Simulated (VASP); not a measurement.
Input of a VASP 6.6.1 run:

POSCAR

```
NiSb
1.0
    3.8911693005      0.0000000000      0.0000000000
   -1.9455846502      3.3698514646      0.0000000000
    0.0000000000      0.0000000000      5.0687737556
Ni Sb
2 2
Direct
    0.0000000000      0.0000000000      0.0000000000
    0.0000000000      0.0000000000      0.5000000000
    0.3333333333      0.6666666667      0.2500000000
    0.6666666667      0.3333333333      0.7500000000
```

File INCAR.step1:

```
SYSTEM = NiSb
ALGO     = Normal         ! electronic algorithm
EDIFF    = 1E-4           ! SCF threshold, eV
ENCUT    = 520            ! plane-wave cutoff, eV
GGA      = PE             ! functional
ISMEAR   = 0              ! smearing method
LASPH    = .True.         ! aspherical terms in the spheres
LCHARG   = .False.        ! write CHGCAR
LREAL    = .False.        ! projectors in reciprocal space
LWAVE    = .True.         ! write WAVECAR
NBANDS   = 23             ! bands
NELM     = 100            ! most SCF steps
PREC     = Accurate       ! precision mode
SIGMA    = 0.1            ! smearing width, eV
```

File INCAR.step2:

```
SYSTEM = NiSb
ALGO     = Normal         ! electronic algorithm
EDIFF    = 1E-6           ! SCF threshold, eV
ENCUT    = 520            ! plane-wave cutoff, eV
ISIF     = 2              ! what is computed and relaxed
ISMEAR   = 0              ! smearing method
ISTART   = 1            
LASPH    = .True.         ! aspherical terms in the spheres
LCHARG   = .True.         ! write CHGCAR
LELF     = .True.         ! ELF
LMIXTAU  = .True.       
LREAL    = .False.        ! projectors in reciprocal space
LVHAR    = .True.       
LWAVE    = .False.        ! write WAVECAR
METAGGA  = R2SCAN         ! meta-GGA
NBANDS   = 23             ! bands
NELM     = 100            ! most SCF steps
PREC     = Accurate       ! precision mode
SIGMA    = 0.1            ! smearing width, eV
```

File KPOINTS:

```
k-points
0
Gamma
  12 12 8
  0 0 0
```

Potentials or basis: VASP PAW PBE potentials, release 64 (Ni, Sb).

Command:

```bash
$ cat potpaw_PBE.64/Ni/POTCAR potpaw_PBE.64/Sb/POTCAR > POTCAR
$ cp INCAR.step1 INCAR
$ mpirun -np 1 vasp_std > vasp.out
$ cp INCAR.step2 INCAR
$ mpirun -np 1 vasp_std > vasp.out
```

Question: Predict the band gap on the k mesh.

Answer: Zero (bands 15 and 16 overlap by 3.70 eV).

Question: Predict the pressure.

Answer: 4.1 GPa.

Caveat: the cell stands under pressure; the PAW data sets were made with another functional, which shifts forces and pressure a little; spin-orbit coupling is left out, which moves the levels of the heavy elements. Spin polarisation is off, so any magnetic state and its effect on volume and gap are missing.
